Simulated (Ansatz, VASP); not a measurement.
# Two plane-wave programs on Tc12N

```xyz
13
Lattice="5.4800 0.0000 0.0000 -4.1100 7.1187 0.0000 0.0000 0.0000 4.3950" Properties=species:S:1:pos:R:3 pbc="T T T"
Tc    0.1138    0.1199    0.0579
Tc    0.0091    1.6433    2.1664
Tc   -1.3908    2.3669   -0.0171
Tc   -1.4056    3.9432    2.2390
Tc   -2.7399    4.7270    0.0390
Tc   -2.7398    6.3333    2.1715
Tc    2.6177    0.0967    0.0690
Tc    2.7416    1.6289    2.1819
Tc    1.4119    2.4197   -0.0388
Tc    1.4061    3.9495    2.2268
Tc   -0.0179    4.5162    0.1445
Tc    0.0107    6.3307    1.9684
N     0.0046    6.2421    3.8243
```

Alike in both runs: functional PBE; k mesh 4 × 3 × 4; occupations fermi-dirac, width 0.1 eV; no spin polarisation.

Ansatz relaxed the structure, and its values are those at the end. VASP's run is a single point on that final structure, the one shown.

|  | VASP | Ansatz |
| --- | --- | --- |
| version | VASP 6.6.1 | Ansatz 0.2.0 |
| potentials or method | VASP PAW PBE potentials, release 64 (Tc_pv, N), cutoff 520 eV | scalar-relativistic, plane waves, PAW |
| valence electrons in the cell | 161 | 185 |

Ansatz gave:

```
rms of the force components (eV/Å) : 0.014
```

What did VASP give for the same quantities?

rms of the force components (eV/Å): 0.022.

VASP's potentials hold 161 valence electrons a cell and Ansatz's 185, so a difference there can come from the potentials and not from the codes.
